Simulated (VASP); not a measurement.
# K (Im-3m) in VASP: notebook, part 2 of 2

VASP 6.6.1. The steps go on from the part before.

## (4) Single point, LDA

INCAR

```
PREC = Accurate ; ENCUT = 520
EDIFF = 1E-7 ; ISMEAR = -1
SIGMA = 0.1 ; LREAL = False
LASPH = True ; NELM = 60
ALGO = Normal ; ISIF = 2
LWAVE = False ; LCHARG = True
GGA = CA ; LELF = True
LVHAR = True ; NBANDS = 10
```

KPOINTS

```
regular mesh
0
Gamma
  9 9 9
```

POSCAR

```
K
1.0
   -2.5241928768      2.5241928768      2.5241928768
    2.5241928768     -2.5241928768      2.5241928768
    2.5241928768      2.5241928768     -2.5241928768
K
1
Direct
    0.0000000000      0.0000000000      0.0000000000
```

Potentials or basis: VASP PAW LDA potentials, release 64 (K_sv).

Run with:

```
cat potpaw_LDA.64/K_sv/POTCAR > POTCAR
mpirun -np 1 vasp_std > vasp.out
```

OUTCAR:

```text
PREC = Accurate
   ENCUT = 520
   EDIFF = 1E-7
   ISMEAR = -1
   LREAL = False
   LASPH = True
   NELM = 60
   ISIF = 2
   GGA = CA

 ion  position               nearest neighbor table
   1  0.000  0.000  0.000-

  LATTYP: Found a body centered cubic cell.
 ALAT       =     5.0483857536

  Lattice vectors:

 A1 = (  -2.5241928768,   2.5241928768,   2.5241928768)
 A2 = (   2.5241928768,  -2.5241928768,   2.5241928768)
 A3 = (   2.5241928768,   2.5241928768,  -2.5241928768)

Analysis of symmetry for initial positions (statically):
=====================================================================
 Subroutine PRICEL returns:
 Original cell was already a primitive cell.

 Routine SETGRP: Setting up the symmetry group for a
 body centered cubic supercell.

 Subroutine GETGRP returns: Found 48 space group operations
 (whereof 48 operations were pure point group operations)
 out of a pool of 48 trial point group operations.

The static configuration has the point symmetry O_h .

Analysis of symmetry for dynamics (positions and initial velocities):
=====================================================================
 Subroutine PRICEL returns:
 Original cell was already a primitive cell.

 Routine SETGRP: Setting up the symmetry group for a
 body centered cubic supercell.

 Subroutine GETGRP returns: Found 48 space group operations
 (whereof 48 operations were pure point group operations)
 out of a pool of 48 trial point group operations.

The dynamic configuration has the point symmetry O_h .

 Subroutine INISYM returns: Found 48 space group operations
 (whereof 48 operations are pure point group operations),
 and found     1 'primitive' translations

----------------------------------------------------------------------------------------

[... 111 lines left out ...]
  volume/ion in A,a.u.               =      64.33       434.13
  Fermi-wavevector in a.u.,A,eV,Ry     =   0.849858  1.605999  9.826930  0.722259
  Thomas-Fermi vector in A             =   1.965745
   LORBIT       =      0    0 simple, 1 ext, 2 COOP (PROOUT), +10 PAW based schemes
   GGA     = CA    functional components
   LHFCALC =     F    Hartree Fock is set to
   AEXX    =    0.0000 exact exchange contribution
   IVDW    =     0    specifies the selected vdW correction
   LEPSILON=     F    determine dielectric tensor
   LRPA    =     F    only Hartree local field effects (RPA)
 non-spin polarized calculation
  energy-cutoff  :      520.00
  volume of cell :       64.33
 maximum number of plane-waves:      1754
 NGX is ok and might be reduce to    36
   NGX = 17   NGY = 17   NGZ = 17

 number of electron       9.0000001 magnetization

 Free energy of the ion-electron system (eV)
  ---------------------------------------------------
  ext. energy  EPLUGINS =         0.00000000
  ---------------------------------------------------
  free energy    TOTEN  =        -1.17892285 eV

  energy without entropy =       -1.15691141  energy(sigma->0) =       -1.16791713

 E-fermi :   0.0012     XC(G=0):  -6.2251

 val. band max:       -0.0684492740   @ k =  -0.3333   0.4444   0.1111
 cond. band min:       0.0269684109   @ k =   0.4444   0.0000   0.0000
 fundamental gap:      0.0954176849
 Fermi energy:         0.0011552852

 k-point     1 :       0.0000    0.0000    0.0000
  band No.  band energies     occupation
      1     -31.7489      2.00000
      2     -15.4160      2.00000
      3     -15.4160      2.00000
      4     -15.4160      2.00000
      5      -2.3681      2.00000
      6       4.2731      0.00000
      7       4.2731      0.00000
      8       4.2731      0.00000
      9       5.3007      0.00000
     10       5.3007      0.00000
[... 287 lines left out ...]
 k-point    24 :      -0.4444   -0.4444    0.1111
  band No.  band energies     occupation
      1     -31.7390      2.00000
      2     -15.5171      2.00000
      3     -15.4697      2.00000
      4     -15.4337      2.00000
      5       0.8469      0.00042
      6       0.9699      0.00012
      7       2.7878      0.00000
      8       4.2832      0.00000
      9       5.4291      0.00000
     10       6.1482      0.00000

 [... further k-points ...]

------------------------ aborting loop because EDIFF is reached ----------------------------------------

  FORCE on cell =-STRESS in cart. coord.  units (eV):
  Direction    XX          YY          ZZ          XY          YZ          ZX
  --------------------------------------------------------------------------------------
  -------------------------------------------------------------------------------------
  Total       -0.0111408     -0.0111408     -0.0111408      0.0000000      0.0000000     -0.0000000
  in kB       -0.2774601     -0.2774601     -0.2774601      0.0000000      0.0000000     -0.0000000
  external PRESSURE =      -0.2774601 kB  Pullay stress =       0.0000000 kB

 VOLUME and BASIS-vectors are now :
 -----------------------------------------------------------------------------
  energy-cutoff  :      520.00
  volume of cell :       64.33
      direct lattice vectors                 reciprocal lattice vectors
    -2.524192877  2.524192877  2.524192877     0.000000000  0.198083120  0.198083120
     2.524192877 -2.524192877  2.524192877     0.198083120  0.000000000  0.198083120
     2.524192877  2.524192877 -2.524192877     0.198083120  0.198083120  0.000000000

 POSITION                                       TOTAL-FORCE (eV/Angst)
 -----------------------------------------------------------------------------------
      0.00000      0.00000      0.00000         0.000000      0.000000      0.000000
 -----------------------------------------------------------------------------------
    total drift:                               -0.000000     -0.000000      0.000000

  FREE ENERGIE OF THE ION-ELECTRON SYSTEM (eV)
  ---------------------------------------------------
  free  energy   TOTEN  =        -1.1789228482 eV

  energy  without entropy=       -1.1569114095  energy(sigma->0) =       -1.16791713
```

OSZICAR:

```text
N       E                     dE             d eps       ncg     rms          rms(c)
DAV:   1     0.498420153607E+02    0.49842E+02   -0.35961E+03   700   0.693E+02
DAV:   2     0.547227387868E+00   -0.49295E+02   -0.48461E+02   756   0.206E+02
DAV:   3    -0.111983858144E+01   -0.16671E+01   -0.16563E+01  1028   0.294E+01
DAV:   4    -0.117824256170E+01   -0.58404E-01   -0.58334E-01  1004   0.486E+00
DAV:   5    -0.118076822239E+01   -0.25257E-02   -0.25250E-02  1102   0.651E-01    0.248E+00
DAV:   6    -0.117935747334E+01    0.14107E-02   -0.21481E-03  1036   0.320E-01    0.156E+00
DAV:   7    -0.117891012305E+01    0.44735E-03   -0.34588E-03   968   0.354E-01    0.649E-02
DAV:   8    -0.117891633307E+01   -0.62100E-05   -0.33334E-04  1000   0.184E-01    0.247E-02
DAV:   9    -0.117892327629E+01   -0.69432E-05   -0.10833E-05   942   0.275E-02    0.149E-02
DAV:  10    -0.117892279624E+01    0.48006E-06   -0.49686E-06  1008   0.183E-02    0.225E-03
DAV:  11    -0.117892284822E+01   -0.51979E-07   -0.79293E-08   768   0.243E-03
   1 F= -.11789228E+01 E0= -.11679171E+01  d E =-.220114E-01
```

Run time: 58 s. Hardware: 1 thread of AMD EPYC 7R13, shared host; peak memory 0.14 GiB.

What came out:

```yaml
Free_energy: -1.1789 eV
Pressure: 0.0 GPa
```

## (5) Single point, LDA

INCAR

```
SYSTEM = K
PREC = Accurate
ENCUT = 520
EDIFF = 1E-7
ISMEAR = -1
SIGMA = 0.1
LREAL = .False.
LASPH = .True.
NELM = 100
ALGO = Normal
ISIF = 2
LWAVE = .False.
LCHARG = .True.
GGA = CA
LELF = .True.
LVHAR = .True.
NBANDS = 10
```

KPOINTS

```
regular mesh
0
Gamma
  9 9 9
  0 0 0
```

POSCAR is that of step 4.

Run with:

```
cat potpaw_LDA.64/K_sv/POTCAR > POTCAR
mpirun -np 1 vasp_std > vasp.out
```

Wall time 68 s (1 thread of AMD EPYC 7R13, shared host); peak memory 0.14 GiB.

Results (log left out):

```
Free energy : -1.1789 eV
Pressure    : 0.0 GPa
```

Levels at points of the mesh, in eV from the Fermi level:
| k point | band 1 | band 2 | band 3 | band 4 | band 5 | band 6 | band 7 | band 8 | band 9 |
| --- | --- | --- | --- | --- | --- | --- | --- | --- | --- |
| (0.00, 0.00, 0.00) | -31.75 | -15.42 | -15.42 | -15.42 | -2.37 | 4.27 | 4.27 | 4.27 | 5.30 |

## (6) Single point, LDA

INCAR

```
SYSTEM = K
ALGO     = Normal         ! electronic algorithm
EDIFF    = 1E-6           ! SCF threshold, eV
ENCUT    = 520            ! plane-wave cutoff, eV
GGA      = CA             ! functional
ISIF     = 2              ! what is computed and relaxed
ISMEAR   = -1             ! smearing method
LASPH    = .True.         ! aspherical terms in the spheres
LCHARG   = .False.        ! write CHGCAR
LREAL    = .False.        ! projectors in reciprocal space
LWAVE    = .False.        ! write WAVECAR
NBANDS   = 10             ! bands
NELM     = 60             ! most SCF steps
PREC     = Accurate       ! precision mode
SIGMA    = 0.01           ! smearing width, eV
```

KPOINTS

```
k-points
0
Gamma
  9 9 9
  0 0 0
```

POSCAR is that of step 5.

Potentials or basis: VASP PAW LDA potentials, release 64 (K_sv).

Run with:

```
cat potpaw_LDA.64/K_sv/POTCAR > POTCAR
mpirun -np 1 vasp_std > vasp.out
```

OUTCAR:

```text
SYSTEM = K
   EDIFF = 1E-6
   ENCUT = 520
   GGA = CA
   ISIF = 2
   ISMEAR = -1
   LASPH = .True.
   LREAL = .False.
   NELM = 60
   PREC = Accurate

 ion  position               nearest neighbor table
   1  0.000  0.000  0.000-

  LATTYP: Found a body centered cubic cell.
 ALAT       =     5.0483857536

  Lattice vectors:

 A1 = (  -2.5241928768,   2.5241928768,   2.5241928768)
 A2 = (   2.5241928768,  -2.5241928768,   2.5241928768)
 A3 = (   2.5241928768,   2.5241928768,  -2.5241928768)

Analysis of symmetry for initial positions (statically):
=====================================================================
 Subroutine PRICEL returns:
 Original cell was already a primitive cell.

 Routine SETGRP: Setting up the symmetry group for a
 body centered cubic supercell.

 Subroutine GETGRP returns: Found 48 space group operations
 (whereof 48 operations were pure point group operations)
 out of a pool of 48 trial point group operations.

The static configuration has the point symmetry O_h .

Analysis of symmetry for dynamics (positions and initial velocities):
[... 162 lines left out ...]
 Fermi energy:        -0.0460821301

 k-point     1 :       0.0000    0.0000    0.0000
  band No.  band energies     occupation
      1     -31.7502      2.00000
      2     -15.4172      2.00000
      3     -15.4172      2.00000
      4     -15.4172      2.00000
      5      -2.3684      2.00000
      6       4.2727      0.00000
      7       4.2727      0.00000
      8       4.2727      0.00000
      9       5.2999      0.00000
     10       5.2999      0.00000
[... 287 lines left out ...]
 k-point    24 :      -0.4444   -0.4444    0.1111
  band No.  band energies     occupation
      1     -31.7403      2.00000
      2     -15.5183      2.00000
      3     -15.4709      2.00000
      4     -15.4349      2.00000
      5       0.8466      0.00000
      6       0.9696      0.00000
      7       2.7874      0.00000
      8       4.2827      0.00000
      9       5.4285      0.00000
     10       6.1477      0.00000

 [... further k-points ...]

------------------------ aborting loop because EDIFF is reached ----------------------------------------

  FORCE on cell =-STRESS in cart. coord.  units (eV):
  Direction    XX          YY          ZZ          XY          YZ          ZX
  --------------------------------------------------------------------------------------
  -------------------------------------------------------------------------------------
  Total       -0.0134723     -0.0134723     -0.0134723     -0.0000000     -0.0000000      0.0000000
  in kB       -0.3355238     -0.3355238     -0.3355238     -0.0000000     -0.0000000      0.0000000
  external PRESSURE =      -0.3355238 kB  Pullay stress =       0.0000000 kB

 VOLUME and BASIS-vectors are now :
 -----------------------------------------------------------------------------
  energy-cutoff  :      520.00
  volume of cell :       64.33
      direct lattice vectors                 reciprocal lattice vectors
    -2.524192877  2.524192877  2.524192877     0.000000000  0.198083120  0.198083120
     2.524192877 -2.524192877  2.524192877     0.198083120  0.000000000  0.198083120
     2.524192877  2.524192877 -2.524192877     0.198083120  0.198083120  0.000000000

 POSITION                                       TOTAL-FORCE (eV/Angst)
 -----------------------------------------------------------------------------------
      0.00000      0.00000      0.00000        -0.000000      0.000000      0.000000
 -----------------------------------------------------------------------------------
    total drift:                               -0.000000     -0.000000      0.000000

  FREE ENERGIE OF THE ION-ELECTRON SYSTEM (eV)
  ---------------------------------------------------
  free  energy   TOTEN  =        -1.1680625861 eV

  energy  without entropy=       -1.1676504684  energy(sigma->0) =       -1.16785653
```

stdout:

```text
POSCAR found type information on POSCAR K
 POSCAR found :  1 types and       1 ions
 scaLAPACK will be used
 LDA part: xc-table for (Slater(with rela. corr.)+CA(PZ))
 , standard interpolation
 POSCAR, INCAR and KPOINTS ok, starting setup
 FFT: planning ... GRIDC
 FFT: planning ... GRID_SOFT
 FFT: planning ... GRID
 WAVECAR not read
 entering main loop
```

Run time: 49 s. Hardware: 1 thread of AMD EPYC 7R13, shared host; peak memory 0.14 GiB.

What came out:

| Quantity | Value |
| --- | --- |
| Free energy | -1.1681 eV |
| Pressure | 0.0 GPa |

Levels at points of the mesh, in eV from the Fermi level:
| k point | band 1 | band 2 | band 3 | band 4 | band 5 | band 6 | band 7 | band 8 | band 9 |
| --- | --- | --- | --- | --- | --- | --- | --- | --- | --- |
| (0.00, 0.00, 0.00) | -31.70 | -15.37 | -15.37 | -15.37 | -2.32 | 4.32 | 4.32 | 4.32 | 5.35 |

## (7) Overview

| k mesh | smearing | gap on the mesh (eV) | pressure (GPa) |
| --- | --- | --- | --- |
| 7 × 7 × 7 | fermi-dirac 0.1 eV | none | 0.0 |
| 9 × 9 × 9 | fermi-dirac 0.1 eV | none | 0.0 |
| 9 × 9 × 9 | fermi-dirac 0.01 eV | none | 0.0 |

Alike in all rows: task single point; level LDA; potentials or basis VASP PAW LDA potentials, release 64 (K_sv); no spin polarisation; cell as given; cutoff (eV) 520.

Every run on the cell as given and a fine mesh finds a metal.

Absolute energies hang on the potentials; compare differences alone.
